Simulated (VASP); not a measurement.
A run of VASP 6.6.1 is set up as follows.

The input INCAR:

```
SYSTEM = Mg
PREC = Accurate ; ENCUT = 520
EDIFF = 1E-6 ; ISMEAR = 1
SIGMA = 0.05 ; LREAL = .False.
LASPH = .True. ; NELM = 60
ALGO = Normal ; ISIF = 2
LWAVE = .False. ; LCHARG = .True.
GGA = PS ; LELF = .True.
LVHAR = .True. ; NBANDS = 9
```

Contents of KPOINTS:

```
Automatic mesh
0
Gamma
  9 9 5
  0 0 0
```

The input POSCAR:

```
Mg
1.0
    3.2016984700      0.0000000000      0.0000000000
   -1.6008492300      2.7727522100      0.0000000000
    0.0000000000      0.0000000000      5.1986000000
Mg
2
Direct
    0.3333333300      0.6666666700      0.2500000000
    0.6666666700      0.3333333300      0.7500000000
```

Potentials or basis: VASP PAW PBE potentials, release 64 (Mg).

Launch:

```bash
$ cat potpaw_PBE.64/Mg/POTCAR > POTCAR
$ mpirun -np 1 vasp_std > vasp.out
```

What does it give for the pressure?

-1.0 GPa.

What does it give for the band gap on the k mesh?

Zero (band 2 reaches 3.55 eV, above the bottom of band 3 at 1.33 eV).

Stress tensor (GPa, compression positive):
```
-1.15  0.00  0.00
 0.00 -1.15  0.00
 0.00  0.00 -0.71
```

Caveat: the PAW data sets were made with another functional, which shifts forces and pressure a little.
